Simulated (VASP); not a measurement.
ZnO, 4 atoms in the cell. It takes space group P6_3mc (No. 186, hexagonal). The conventional cell has a = 3.230 Å, b = 3.230 Å, c = 5.214 Å, α = 90.00°, β = 90.00°, γ = 120.00°. Zn (site symmetry 3m) has 4 O at 1.97 to 1.98 Å within 2.6 Å. Within 2.6 Å of O (site symmetry 3m) lie 4 Zn at 1.97 to 1.98 Å. 

* Program: VASP 6.6.1
* Task: single point
* Functional: PBEsol
* Potentials or basis: VASP PAW PBE potentials, release 64 (Zn, O)
* Cutoff: 520 eV
* k mesh: 12 × 12 × 8
* Occupations: fermi-dirac, width 0.08 eV
* Spin: no spin polarisation
* Dipole correction: no
* Further INCAR settings: ALGO = Normal; EDIFF = 1e-07; NBANDS = 26

Potentials or basis: VASP PAW PBE potentials, release 64 (Zn, O).

Run with:

```console
$ cat potpaw_PBE.64/Zn/POTCAR potpaw_PBE.64/O/POTCAR > POTCAR
$ mpirun -np 1 vasp_std > vasp.out
```

Hardware: 1 thread of Intel(R) Xeon(R) Platinum 8259CL CPU @ 2.50GHz (Skylake/Cascade Lake), with other jobs on the host.

Task: Estimate the wall time of this run.

Result: Run time: 72 s on 1 thread of Intel(R) Xeon(R) Platinum 8259CL CPU @ 2.50GHz (Skylake/Cascade Lake), with other jobs on the host, peak memory 0.22 GiB. Counts: scf iterations 16, k points 95.
